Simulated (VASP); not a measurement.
Crystal: GaN.

```
Ga N
1.0
     3.18315    0.00000    0.00000
    -1.59157    2.75669    0.00000
     0.00000    0.00000    5.28108
Ga N
2 2
Cartesian
  0.0000 1.8378 0.0023
  1.5916 0.9189 2.6429
  0.0000 1.8378 1.9781
  1.5916 0.9189 4.6186
```

This cell differs from its parent crystal: uniaxial z strain +1.9%.

Base run:

- Program: VASP 6.6.1
- Functional: PBE
- Potentials or basis: VASP PAW PBE potentials, release 64 (Ga_d, N)
- Cutoff: 520 eV
- k mesh: 12 × 12 × 6
- Occupations: fermi-dirac, width 0.02 eV
- Spin: no spin polarisation

Its results: band gap on the k mesh 1.74 eV, direct; pressure 2.7 GPa; largest force 0.015 eV/Å.

Problem. The run is repeated on the same cell with these changes: functional from PBE to r2SCAN; occupations from fermi-dirac, width 0.02 eV to gaussian, width 0.01 eV. What comes out?

Solution. Band gap on the k mesh 2.14 eV, direct; pressure -2.5 GPa; largest force 0.010 eV/Å.

Caveats: the PAW data sets were made with another functional, which shifts forces and pressure a little (some runs).

